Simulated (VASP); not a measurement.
# SiGe (P6_3mc) in VASP: notebook, part 3 of 3

VASP 6.6.1. Earlier steps stand in the parts before.

## (5) Single point, PBEsol

This run uses another cell than the first one, of the same volume but with other edges.

INCAR

```
ALGO = Normal
EDIFF = 1E-6
ENCUT = 520
GGA = PS
ISIF = 2
ISMEAR = 0
LASPH = True
LCHARG = True
LELF = True
LREAL = False
LVHAR = True
LWAVE = False
NBANDS = 26
NELM = 60
PREC = Accurate
SIGMA = 0.03
```

KPOINTS

```
k-points
0
Gamma
  12 12 6
```

POSCAR

```
SiGe
1.0
    3.5774938239      0.0000000000      0.0000000000
   -1.7887469119      3.0982005334      0.0000000000
    0.0000000000      0.0000000000      7.6837755039
Si Ge
2 2
Direct
    0.6666666667      0.3333333333      0.8746070000
    0.3333333333      0.6666666667      0.3746070000
    0.6666666667      0.3333333333      0.5003920000
    0.3333333333      0.6666666667      0.0003920000
```

Potentials or basis: VASP PAW PBE potentials, release 64 (Si, Ge_d).

Run with:

```bash
> cat potpaw_PBE.64/Si/POTCAR potpaw_PBE.64/Ge_d/POTCAR > POTCAR
> mpirun -np 1 vasp_std > vasp.out
```

OUTCAR:

```text
EDIFF = 1E-6
   ENCUT = 520
   GGA = PS
   ISIF = 2
   ISMEAR = 0
   LASPH = True
   LREAL = False
   NELM = 60
   PREC = Accurate

 ion  position               nearest neighbor table
   1  0.667  0.333  0.875-   4 2.28   4 2.28   4 2.28   3 2.88
   2  0.333  0.667  0.375-   3 2.28   3 2.28   3 2.28   4 2.88
   3  0.667  0.333  0.500-   2 2.28   2 2.28   2 2.28   1 2.88
   4  0.333  0.667  0.000-   1 2.28   1 2.28   1 2.28   2 2.88

  LATTYP: Found a hexagonal cell.
 ALAT       =     3.5774938239
 C/A-ratio  =     2.1478095790

  Lattice vectors:

 A1 = (   3.5774938239,   0.0000000000,   0.0000000000)
 A2 = (  -1.7887469119,   3.0982005334,   0.0000000000)
 A3 = (   0.0000000000,   0.0000000000,   7.6837755039)

Analysis of symmetry for initial positions (statically):
=====================================================================
 Subroutine PRICEL returns:
 Original cell was already a primitive cell.

 Routine SETGRP: Setting up the symmetry group for a
 hexagonal supercell.

 Subroutine GETGRP returns: Found 12 space group operations
 (whereof  6 operations were pure point group operations)
 out of a pool of 24 trial point group operations.

The static configuration has the point symmetry C_3v.
 The point group associated with its full space group is C_6v.

Analysis of symmetry for dynamics (positions and initial velocities):
=====================================================================
 Subroutine PRICEL returns:
 Original cell was already a primitive cell.

 Routine SETGRP: Setting up the symmetry group for a
 hexagonal supercell.

 Subroutine GETGRP returns: Found 12 space group operations
 (whereof  6 operations were pure point group operations)
 out of a pool of 24 trial point group operations.

[... 115 lines left out ...]
   PSTRESS=    0.0 pullay stress
   NELECT =      36.0000    total number of electrons
   NUPDOWN=      -1.0000    fix difference up-down
   EMIN   =  10.00;   EMAX   =-10.00  energy-range for DOS
   EFERMI =   0.00;   METHOD = LEGACY
   ISMEAR =     0;   SIGMA  =   0.03  broadening in eV -4-tet -1-fermi 0-gaus
   EFERMI_NEDOS =   21; number of points for ismear=-14 and -15
   IALGO  =     38    algorithm
   IMIX   =      4    mixing-type and parameters
     AMIX     =   0.40;   BMIX     =  1.00
     AMIX_MAG =   1.60;   BMIX_MAG =  1.00
  volume/ion in A,a.u.               =      21.29       143.68
  Fermi-wavevector in a.u.,A,eV,Ry     =   1.228631  2.321775 20.538443  1.509533
  Thomas-Fermi vector in A             =   2.363549
   LORBIT       =      0    0 simple, 1 ext, 2 COOP (PROOUT), +10 PAW based schemes
   GGA     = PS    functional components
   LHFCALC =     F    Hartree Fock is set to
   AEXX    =    0.0000 exact exchange contribution
   IVDW    =     0    specifies the selected vdW correction
   LEPSILON=     F    determine dielectric tensor
   LRPA    =     F    only Hartree local field effects (RPA)
 non-spin polarized calculation
 Gauss-broadening in eV      SIGMA  =   0.03
  energy-cutoff  :      520.00
  volume of cell :       85.17
 maximum number of plane-waves:      2333
 NGX is ok and might be reduce to    28

 number of electron      36.0000012 magnetization

 Free energy of the ion-electron system (eV)
  ---------------------------------------------------
  ext. energy  EPLUGINS =         0.00000000
  ---------------------------------------------------
  free energy    TOTEN  =       -19.46883321 eV

  energy without entropy =      -19.46806285  energy(sigma->0) =      -19.46844803

 E-fermi :   5.1830     XC(G=0):  -9.8686

 val. band max:        5.1825190509   @ k =   0.4167   0.0000   0.3333
 cond. band min:       5.1981218217   @ k =   0.4167   0.0833   0.3333
 fundamental gap:      0.0156027708
 Fermi energy:         5.1830205294

 k-point     1 :       0.0000    0.0000    0.0000
  band No.  band energies     occupation
      1     -19.0734      2.00000
      2     -19.0716      2.00000
      3     -19.0711      2.00000
      4     -19.0711      2.00000
      5     -19.0700      2.00000
      6     -19.0700      2.00000
[... 685 lines left out ...]
     25      12.0087      0.00000
     26      13.0378      0.00000

 [... further k-points ...]
[... 5 lines left out ...]
  --------------------------------------------------------------------------------------
  -------------------------------------------------------------------------------------
  Total        9.0163722      9.0163722     -7.2150029      0.0000000      0.0000000      0.0000000
  in kB      169.6208861    169.6208861   -135.7325495      0.0000000      0.0000000      0.0000000
  external PRESSURE =      67.8364076 kB  Pullay stress =       0.0000000 kB

 VOLUME and BASIS-vectors are now :
 -----------------------------------------------------------------------------
  energy-cutoff  :      520.00
  volume of cell :       85.17
      direct lattice vectors                 reciprocal lattice vectors
     3.577493824  0.000000000  0.000000000     0.279525290  0.161384002  0.000000000
    -1.788746912  3.098200533  0.000000000     0.000000000  0.322768003  0.000000000
     0.000000000  0.000000000  7.683775504     0.000000000  0.000000000  0.130144354

 POSITION                                       TOTAL-FORCE (eV/Angst)
 -----------------------------------------------------------------------------------
      1.78875      1.03273      6.72028         0.000000      0.000000     -1.136805
     -0.00000      2.06547      2.87840        -0.000000     -0.000000     -1.136805
      1.78875      1.03273      3.84490        -0.000000      0.000000      1.136805
     -0.00000      2.06547      0.00301         0.000000      0.000000      1.136805
 -----------------------------------------------------------------------------------
    total drift:                               -0.000000     -0.000000     -0.000634

  FREE ENERGIE OF THE ION-ELECTRON SYSTEM (eV)
  ---------------------------------------------------
  free  energy   TOTEN  =       -19.4688332055 eV

  energy  without entropy=      -19.4680628462  energy(sigma->0) =      -19.46844803
```

stdout:

```text
POSCAR found type information on POSCAR SiGe
 POSCAR found :  2 types and       4 ions
 scaLAPACK will be used
 -----------------------------------------------------------------------------
|                                                                             |
|                                                                             |
|     You enforced a specific xc type in the INCAR file but a different       |
|     I HOPE YOU KNOW WHAT YOU ARE DOING!                                     |
|                                                                             |
 -----------------------------------------------------------------------------

 LDA part: xc-table for (Slater+PW92), standard interpolation
 POSCAR, INCAR and KPOINTS ok, starting setup
 FFT: planning ... GRIDC
 FFT: planning ... GRID_SOFT
 FFT: planning ... GRID
 WAVECAR not read
 entering main loop
```

Wall time 2 min (1 thread of Intel Xeon Platinum 8124M at 3.00GHz (Skylake/Cascade Lake), shared host); peak memory 0.28 GiB.

What came out:

```
Free energy            : -19.4688 eV
Pressure               : 6.8 GPa
Largest force          : 1.137 eV/Å
Band gap on the k mesh : zero (band 18 reaches 5.91 eV, above the bottom of band 19 at 4.48 eV)
```

Forces on the atoms (eV/Å):
```
Si   0.000  0.000 -1.137
Si   0.000  0.000 -1.137
Ge   0.000  0.000  1.137
Ge   0.000  0.000  1.137
```

Levels at points of the mesh, in eV from the Fermi level:
```tsv
k point	band 15	band 16	band 17	band 18	band 19	band 20	band 21	band 22
(0.00, 0.00, 0.00)	-0.93	0.16	0.16	0.73	0.73	3.56	3.87	3.87
(0.50, 0.00, 0.00)	-3.90	-2.27	-1.95	-1.34	0.76	1.75	2.60	2.72
(0.00, 0.00, 0.50)	0.42	0.42	0.42	0.42	3.38	3.38	4.19	4.19
(0.50, 0.00, 0.50)	-2.67	-2.67	-1.67	-1.67	0.17	0.17	2.29	2.29
```

Caveat: the PAW data sets were made with another functional, which shifts forces and pressure a little.

## (6) The runs side by side

```csv
cell,gap on the mesh (eV),pressure (GPa),largest force (eV/Å)
"a = 4.014, b = 4.014, c = 6.102 Å, angles 90.0, 90.0, 120.0°, 4 atoms",none,0.8,1.06
"a = 3.958, b = 3.958, c = 6.278 Å, angles 90.0, 90.0, 120.0°, 4 atoms",none,0.0,0.45
"a = 4.206, b = 4.206, c = 5.559 Å, angles 90.0, 90.0, 120.0°, 4 atoms",none,7.5,4.40
"a = 3.577, b = 3.577, c = 7.684 Å, angles 90.0, 90.0, 120.0°, 4 atoms",none,6.8,1.14
```

Alike in all rows: task single point; level PBEsol; potentials or basis VASP PAW PBE potentials, release 64 (Si, Ge_d); no spin polarisation; k mesh 12 × 12 × 6; cutoff (eV) 520; smearing gaussian 0.03 eV.

Caveats: the PAW data sets were made with another functional, which shifts forces and pressure a little.

Total energies depend on the potentials used, so only differences within one code and one set of settings carry meaning.
